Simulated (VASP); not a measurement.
# SrCl2 (Fm-3m) in VASP: G0W0 quasiparticle levels with PBE

Aim: the G0W0 quasiparticle levels of SrCl2 with PBE.

Program: VASP 6.6.1. These are calculated values, not measurements. Logs are shortened: lines on timing, memory, paths and dates and some standing lists are left out, and cuts for length are marked.

### 1 The cell of the first run

Symmetry: Fm-3m, No. 225, cubic system. The conventional cell has a = 6.995 Å, b = 6.995 Å, c = 6.995 Å, α = 90.00°, β = 90.00°, γ = 90.00°. Within 4.0 Å of Sr (site symmetry m-3m) lie 8 Cl at 3.03 Å. Cl (site symmetry -43m) has 4 Sr at 3.03 Å and 6 Cl at 3.50 Å within 4.0 Å.

### 2 G0W0 quasiparticle levels, PBE

POSCAR

```
SrCl2
1.0
    0.0000000000      3.4977180867      3.4977180867
    3.4977180867      0.0000000000      3.4977180867
    3.4977180867      3.4977180867      0.0000000000
Sr Cl
1 2
Direct
    0.0000000000      0.0000000000      0.0000000000
    0.2500000000      0.2500000000      0.2500000000
    0.7500000000      0.7500000000      0.7500000000
```

INCAR.step1

```
SYSTEM = SrCl2
  ALGO = Normal
  EDIFF = 1E-8
  ENCUT = 500
  GGA = PE
  ISMEAR = 0
  LASPH = .True.
  LCHARG = .False.
  LREAL = .False.
  LWAVE = .True.
  NELM = 60
  PREC = Accurate
  SIGMA = 0.01
```

INCAR.step2

```
SYSTEM = SrCl2
  ALGO = Exact
  EDIFF = 1E-8
  ENCUT = 500
  GGA = PE
  ISMEAR = 0
  ISTART = 1
  LASPH = .True.
  LCHARG = .False.
  LOPTICS = .True.
  LREAL = .False.
  LWAVE = .True.
  NBANDS = 151
  NELM = 1
  PREC = Accurate
  SIGMA = 0.01
```

INCAR.step3

```
SYSTEM = SrCl2
  ALGO = EVGW0
  EDIFF = 1E-8
  ENCUT = 500
  ENCUTGW = 80.0
  GGA = PE
  ISMEAR = 0
  ISTART = 1
  LASPH = .True.
  LCHARG = .False.
  LREAL = .False.
  LWAVE = .False.
  NBANDS = 151
  NBANDSGW = 20
  NELMGW = 1
  NOMEGA = 48
  PREC = Accurate
  PRECFOCK = Fast
  SIGMA = 0.01
```

KPOINTS

```
k-points
0
Gamma
  6 6 6
  0 0 0
```

Potentials or basis: VASP PAW PBE potentials, release 64 (Sr_sv_GW, Cl_GW).

On the command line:

```console
cat potpaw_PBE.64/Sr_sv_GW/POTCAR potpaw_PBE.64/Cl_GW/POTCAR > POTCAR
cp INCAR.step1 INCAR
mpirun -np 1 vasp_std > vasp.out
cp INCAR.step2 INCAR
mpirun -np 1 vasp_std > vasp.out
cp INCAR.step3 INCAR
mpirun -np 1 vasp_std > vasp.out
```

OUTCAR:

```text
SYSTEM = SrCl2
   EDIFF = 1E-8
   ENCUT = 500
   ENCUTGW = 80.0
   GGA = PE
   ISMEAR = 0
   ISTART = 1
   LASPH = .True.
   LREAL = .False.
   NELMGW = 1
   PREC = Accurate
   PRECFOCK = Fast

 ion  position               nearest neighbor table
   1  0.000  0.000  0.000-
   2  0.250  0.250  0.250-
   3  0.750  0.750  0.750-

  LATTYP: Found a face centered cubic cell.
 ALAT       =     6.9954361734

  Lattice vectors:

 A1 = (   0.0000000000,   3.4977180867,   3.4977180867)
 A2 = (   3.4977180867,   0.0000000000,   3.4977180867)
 A3 = (   3.4977180867,   3.4977180867,   0.0000000000)

Analysis of symmetry for initial positions (statically):
=====================================================================
 Subroutine PRICEL returns:
 Original cell was already a primitive cell.

 Routine SETGRP: Setting up the symmetry group for a
 face centered cubic supercell.

 Subroutine GETGRP returns: Found 48 space group operations
 (whereof 48 operations were pure point group operations)
 out of a pool of 48 trial point group operations.

The static configuration has the point symmetry O_h .

Analysis of symmetry for dynamics (positions and initial velocities):
=====================================================================
 Subroutine PRICEL returns:
 Original cell was already a primitive cell.

 Routine SETGRP: Setting up the symmetry group for a
 face centered cubic supercell.

 Subroutine GETGRP returns: Found 48 space group operations
 (whereof 48 operations were pure point group operations)
 out of a pool of 48 trial point group operations.

The dynamic configuration has the point symmetry O_h .

 Subroutine INISYM returns: Found 48 space group operations
 (whereof 48 operations are pure point group operations),
 and found     1 'primitive' translations

----------------------------------------------------------------------------------------

                                     Primitive cell

  volume of cell :      85.5824

  direct lattice vectors                    reciprocal lattice vectors
     0.000000000  3.497718087  3.497718087    -0.142950343  0.142950343  0.142950343
     3.497718087  0.000000000  3.497718087     0.142950343 -0.142950343  0.142950343
[... 36 lines left out ...]

 Subroutine IBZKPT returns following result:
 ===========================================

 Found     16 irreducible k-points:

 Following reciprocal coordinates:
            Coordinates               Weight
  0.000000  0.000000  0.000000      1.000000
  0.166667  0.000000  0.000000      8.000000
  0.333333  0.000000  0.000000      8.000000
  0.500000  0.000000  0.000000      4.000000
  0.166667  0.166667  0.000000      6.000000
  0.333333  0.166667  0.000000     24.000000
[... 8 lines left out ...]
 -0.333333  0.333333  0.166667     24.000000
 -0.333333  0.500000  0.166667     12.000000
   k-points           NKPTS =     16   k-points in BZ     NKDIM =    216   number of bands    NBANDS=    151
   number of dos      NEDOS =    301   number of ions     NIONS =      3
   total plane-waves  NPLWV =  46656
   dimension x,y,z NGX =    36 NGY =   36 NGZ =   36
   dimension x,y,z NGXF=    72 NGYF=   72 NGZF=   72
   ions per type =               1   2
   NGX,Y,Z   is equivalent  to a cutoff of  12.10, 12.10, 12.10 a.u.
   NGXF,Y,Z  is equivalent  to a cutoff of  24.20, 24.20, 24.20 a.u.
 SYSTEM =  SrCl2
   PREC   = accura    normal or accurate (medium, high low for compatibility)
   ISTART =      1    job   : 0-new  1-cont  2-samecut
   ICHARG =      0    charge: 1-file 2-atom 10-const
   ISPIN  =      1    spin polarized calculation?
   LNONCOLLINEAR =      F non collinear calculations
   LSORBIT =      F    spin-orbit coupling
   LASPH  =      T    aspherical Exc in radial PAW
   ENCUT  =  500.0 eV  36.75 Ry    6.06 a.u.   9.02  9.02  9.02*2*pi/ulx,y,z
   NELM   =     60;   NELMIN=  2; NELMDL=  0     # of ELM steps
   EDIFF  = 0.1E-07   stopping-criterion for ELM
   LREAL  =      F    real-space projection
   EDIFFG = 0.1E-06   stopping-criterion for IOM
   NSW    =      0    number of steps for IOM
   IBRION =     -1    ionic relax: 0-MD 1-quasi-New 2-CG
   NFREE  =      0    steps in history (QN), initial steepest desc. (CG)
   ISIF   =      0    stress and relaxation
   ISYM   =      3    0-nonsym 1-usesym 2-fastsym
   POTIM  = 0.5000    time-step for ionic-motion
   TEBEG  =    0.0;   TEEND  =   0.0 temperature during run
   PSTRESS=    0.0 pullay stress
   NELECT =      24.0000    total number of electrons
   NUPDOWN=      -1.0000    fix difference up-down
   EMIN   =  10.00;   EMAX   =-10.00  energy-range for DOS
   EFERMI =   0.00;   METHOD = LEGACY
   ISMEAR =     0;   SIGMA  =   0.01  broadening in eV -4-tet -1-fermi 0-gaus
   EFERMI_NEDOS =   21; number of points for ismear=-14 and -15
   IALGO  =     38    algorithm
   IMIX   =      4    mixing-type and parameters
     AMIX     =   0.40;   BMIX     =  1.00
     AMIX_MAG =   1.60;   BMIX_MAG =  1.00
  volume/ion in A,a.u.               =      28.53       192.51
  Fermi-wavevector in a.u.,A,eV,Ry     =   1.071562  2.024958 15.622809  1.148244
  Thomas-Fermi vector in A             =   2.207306
   LORBIT       =      0    0 simple, 1 ext, 2 COOP (PROOUT), +10 PAW based schemes
   GGA     = PE    functional components
   LHFCALC =     T    Hartree Fock is set to
   PRECFOCK=fast      Normal, Fast or Accurate (Low or Medium for compatibility)
   ENCUT4O =  -1.0   cutoff for four orbital integrals eV
   NKREDX  =     1    reduce k-point grid by
   NKREDY  =     1    reduce k-point grid by
   NKREDZ  =     1    reduce k-point grid by
   AEXX    =    1.0000 exact exchange contribution
   HFSCREEN=    0.0000 screening length (either q_TF or 0.3 A-1)
   HFSCREENC=   0.0000 screening length for correlation (either q_TF or 0.3 A-1)
   ENCUTFOCK=  -1.0 apply spherical cutoff to Coloumb kernel
   IVDW    =     0    specifies the selected vdW correction
   LEPSILON=     F    determine dielectric tensor
   LRPA    =     F    only Hartree local field effects (RPA)
   LRPAFORCE           =     F    calculate RPA forces
   ENCUTGW             =  80.0    cutoff for response function in eV
   ENCUTGWSOFT         =  64.0    soft cutoff for Coulomb kernel in GW response function in eV
   ENCUTLF             =  -1.0    cutoff for local field effects
   NELMGW              =     1    number of iterations in solving QP/BSE equation
   NELMHF              =     1    number of iterations in the inner HF iteration
   NKREDLFX            =     1    NKREDLFY  =   1   NKREDLFZ  =   1
 non-spin polarized calculation
 Gauss-broadening in eV      SIGMA  =   0.01
  energy-cutoff  :      500.00
  volume of cell :       85.58
 maximum number of plane-waves:      2200
  NGX = 20; NGY = 20; NGZ = 20
   NGX = 17   NGY = 17   NGZ = 17
 maximum number of plane-waves:       150
 NGX is ok and might be reduce to    18

 QP shifts <psi_nk| G(iteration)W_0 |psi_nk>: iteration 1
 for sc-GW calculations column KS-energies equals QP-energies in previous step
 and V_xc(KS)=  KS-energies - (<T + V_ion + V_H > + <T+V_H+V_ion>^1  + <V_x>^1)

 k-point   1 :       0.0000    0.0000    0.0000
  band No.  KS-energies  QP-energies   sigma(KS)   V_xc(KS)     V^pw_x(r,r')   Z            occupation Imag(sigma)

      1     -32.3209     -33.8838     -19.9313     -17.4685     -28.9576       0.6346       2.0000       0.8393
      2     -14.3056     -16.6850     -19.5082     -16.5458     -23.0134       0.8032       2.0000       0.2151
      3     -14.3056     -16.6850     -19.5082     -16.5458     -23.0134       0.8032       2.0000       0.2151
      4     -14.3056     -16.6850     -19.5082     -16.5458     -23.0134       0.8032       2.0000       0.2151
      5     -12.7403     -13.7337     -16.4130     -14.9503     -24.2463       0.6791       2.0000       1.3492
      6     -11.9087     -12.8532     -17.0625     -15.6825     -24.6892       0.6844       2.0000       1.1645
[... 359 lines left out ...]
      6     -12.0444     -13.1457     -17.3862     -15.8209     -24.4354       0.7035       2.0000       1.0773
[... 12 lines left out ...]
     19      10.4701      11.7092      -8.3169      -9.8238      -4.6202       0.8223       0.0000      -0.1578
     20      11.2849      12.4503      -7.4300      -8.8544      -3.6557       0.8182       0.0000      -0.1939
```

OUTCAR.step2:

```text
SYSTEM = SrCl2
   EDIFF = 1E-8
   ENCUT = 500
   GGA = PE
   ISMEAR = 0
[... 981 lines left out ...]
     0.00000     3.19921     3.19921     3.19921    -0.00000    -0.00000     0.00000
     1.30474     3.24384     3.24384     3.24384    -0.00000    -0.00000     0.00000
     2.60949     3.39498     3.39498     3.39498    -0.00000    -0.00000     0.00000
     3.91423     3.72033     3.72033     3.72033    -0.00000    -0.00000     0.00000
     5.21898     4.50200     4.50200     4.50200    -0.00000    -0.00000     0.00000
     6.52372     5.93855     5.93855     5.93855    -0.00000    -0.00000     0.00000
[... 92 lines left out ...]
   127.86498     0.97805     0.97805     0.97805    -0.00000    -0.00000    -0.00000
   129.16972     0.97851     0.97851     0.97851    -0.00000    -0.00000    -0.00000
```

Wall time 87 min (1 thread of Intel Xeon 8259CL, shared host); peak memory 1.7 GiB.

What came out:

```yaml
Quasiparticle_gap: 7.28 eV
Least_direct_quasiparticle_gap: 7.67 eV
Band_gap_of_the_starting_levels_on_the_mesh: 5.31 eV
Least_direct_gap_of_the_starting_levels_on_the_mesh: 5.51 eV
```

Caveat: bands, screening cutoff and mesh are small and nothing is extrapolated, so the quasiparticle values aren't converged.
